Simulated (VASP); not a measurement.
Wanted: the native input for a VASP 6.6.1 run.

```yaml
Task: single point
Functional: PBEsol
Potentials_or_basis: VASP PAW PBE potentials, release 64 (Ru_pv, Si, O)
Cutoff: 600 eV
k_mesh: 4 × 4 × 3
Occupations: gaussian, width 0.05 eV
Spin: collinear spin, zero start
Starting_moments: "[0.0, 0.0, 0.0, 0.0, 0.0, 0.0, 0.0, 0.0, 0.0, 0.0, 0.0, 0.0, 0.0, 0.0, 0.0, 0.0, 0.0, 0.0] μB"
Dipole_correction: no
Further_INCAR_settings: ALGO = Normal; EDIFF = 1e-06; NBANDS = 72
```

The structure of Si5RuO12 lies in POSCAR:

```
Si5RuO12
1.0
    9.8327200000      0.0000000000      0.0000000000
   -2.4581800000      4.2576927000      0.0000000000
    0.0000000000      0.0000000000      5.4084000000
Ru Si O
1 5 12
Direct
    0.2341305707      0.9669205065      0.6654753533
    0.7313193894      0.0007178607      0.6613711248
    0.9925168036      0.4601884412      0.3196257742
    0.5124809545      0.4690649750      0.3350068990
    0.2651030575      0.5260788275      0.0247817501
    0.7746496433      0.5424966803      0.9819530716
    0.2062914039      0.3164607585      0.7755051463
    0.6969489049      0.2647141654      0.7767621458
    0.3950623851      0.1152988778      0.4418182883
    0.8497541221      0.1374857526      0.4280207831
    0.4302679162      0.5721594181      0.1256206424
    0.9386333417      0.5715372711      0.0726899033
    0.1361975149      0.4002524803      0.2500093530
    0.6583445555      0.4491777091      0.2182148105
    0.0365252729      0.7443368823      0.5215568725
    0.5661861163      0.7139201589      0.5633673397
    0.2881189550      0.8797998143      0.9699905949
    0.8048944618      0.8730677979      0.8693814939
```

One way to write it, as run:

INCAR

```
PREC     = Accurate       # precision mode
ENCUT    = 600            # plane-wave cutoff, eV
EDIFF    = 1E-6           # SCF threshold, eV
ISMEAR   = 0              # smearing method
SIGMA    = 0.05           # smearing width, eV
LREAL    = F              # projectors in reciprocal space
LASPH    = T              # aspherical terms in the spheres
NELM     = 200            # most SCF steps
ALGO     = Normal         # electronic algorithm
ISIF     = 2              # what is computed and relaxed
LWAVE    = F              # write WAVECAR
LCHARG   = T              # write CHGCAR
ISPIN    = 2              # spin polarisation
MAGMOM   = 0 0 0 0 0 0 0 0 0 0 0 0 0 0 0 0 0 0 # initial moments
LORBIT   = 11             # projections on sites
LMAXMIX  = 4              # l up to which the mixer works
GGA      = PS             # functional
LELF     = T              # ELF
LVHAR    = T            
NBANDS   = 72             # bands
GGA_COMPAT= F
```

KPOINTS

```
regular mesh
0
Gamma
  4 4 3
```

Potentials or basis: VASP PAW PBE potentials, release 64 (Ru_pv, Si, O).

Command:

```sh
$ cat potpaw_PBE.64/Ru_pv/POTCAR potpaw_PBE.64/Si/POTCAR potpaw_PBE.64/O/POTCAR > POTCAR
$ mpirun -np 1 vasp_std > vasp.out
```

It gave:

```yaml
Pressure: 1.9 GPa
Largest_force: 0.177 eV/Å
Band_gap_on_the_k_mesh: 0.85 eV (least direct gap 0.87 eV)
Net_moment: 0.00 μB per cell
Valence_electrons_inside_the_program's_atomic_spheres: Ru 12.61; Si 1.66, 1.67, 1.65 (each value once); O 5.05, 5.22, 5.09, 5.23, 5.21, 5.20, 5.07 (each value once)
```

Caveat: the PAW data sets were made with another functional, which shifts forces and pressure a little; an odd mesh through Γ misses points on the zone boundary, where band edges can lie.

Wall time 59 min on 1 thread of Intel Xeon 8259CL, on a shared host, peak memory 0.97 GiB.
